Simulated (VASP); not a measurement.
Runs of VASP 6.6.1 on Mg. The structure is that of space group P6_3/mmc (No. 194), or close to it. The cells are those of the table. 

```tsv
task	cell	k mesh	cutoff (eV)	gap on the mesh (eV)	pressure (GPa)
single point	a = 3.224, b = 3.224, c = 5.234 Å, angles 90.0, 90.0, 120.0°, 2 atoms	18 × 18 × 10	520	none	-0.1
single point	a = 3.180, b = 3.180, c = 5.163 Å, angles 90.0, 90.0, 120.0°, 2 atoms	18 × 18 × 10	520	none	(a)
single point	a = 3.348, b = 3.348, c = 5.436 Å, angles 90.0, 90.0, 120.0°, 2 atoms	18 × 18 × 10	520	none	-3.2
single point	a = 3.135, b = 3.135, c = 5.091 Å, angles 90.0, 90.0, 120.0°, 2 atoms	18 × 18 × 10	520	none	3.3
single point	a = 3.308, b = 3.308, c = 5.370 Å, angles 90.0, 90.0, 120.0°, 2 atoms	18 × 18 × 10	520	none	-2.4
single point	a = 3.089, b = 3.089, c = 5.016 Å, angles 90.0, 90.0, 120.0°, 2 atoms	18 × 18 × 10	520	none	(b)
single point	a = 3.266, b = 3.266, c = 5.303 Å, angles 90.0, 90.0, 120.0°, 2 atoms	18 × 18 × 10	520	none	-1.4
relaxation of cell and atoms	relaxed from a = 3.209, b = 3.209, c = 5.210 Å, angles 90.0, 90.0, 120.0°, 2 atoms	11 × 11 × 6	600	none	0.0
```

Alike in all rows: level revPBE; potentials or basis VASP PAW PBE potentials, release 64 (Mg); no spin polarisation; smearing fermi-dirac 0.1 eV.

Question: Fill in the values left out.

Answer: (a) 1.4; (b) 5.5.

Caveats: the PAW data sets were made with another functional, which shifts forces and pressure a little.

A gap of «none» marks levels without a gap at the run's occupations.
